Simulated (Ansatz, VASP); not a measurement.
**One calculation of MnSb, two programs**

```
Sb Mn
1.0
     4.15000    0.00000    0.00000
    -2.07500    3.59401    0.00000
     0.00000    0.00000    5.78000
Sb Mn
2 2
Direct
  0.66667 0.33333 0.75000
  0.33333 0.66667 0.25000
  0.00000 0.00000 0.50000
  0.00000 0.00000 0.00000
```

Alike in both runs: functional PBEsol; k mesh 7 × 7 × 5; occupations fermi-dirac, width 0.05 eV; collinear spin; Hubbard terms Mn d U = 1.0 eV.

|  | VASP | Ansatz |
| --- | --- | --- |
| version | VASP 6.6.1 | Ansatz 0.2.0 |
| potentials or method | VASP PAW PBE potentials, release 64 (Sb, Mn_pv) | Ansatz PAW |
| plane-wave cutoff (eV) | 520 | 420 |
| valence electrons in the cell | 36 | 60 |
| task | single point | projected density of states |

|  | VASP | Ansatz | Ansatz less VASP |
| --- | --- | --- | --- |
| gap on the k mesh at the Fermi level (eV) | none | none | - |
| pressure (GPa) | -3.6 | -3.5 | +0.10 |
| traceless stress, the component that is largest in VASP (GPa) | -0.34 | -0.47 | -0.126 |
| net moment per atom (μB) | 1.81 | 1.81 | +0.006 |
| size of the moment on the site where the two differ most (μB) | 3.68 | 3.71 | +0.030 |

VASP's potentials were made for PBE, not for PBEsol. Site moments also hang on the region over which each program counts them. The programs project onto different local orbitals, so the same U acts differently, and such runs can settle in different states. A gap of «none» marks a metal or a gap that the smearing closes. VASP's potentials hold 36 valence electrons a cell and Ansatz's 60, so a difference there can come from the potentials and not from the codes.

Neither program's run includes spin-orbit coupling. Noted on Ansatz's run: the magnetic or orbital state may not be the lowest.
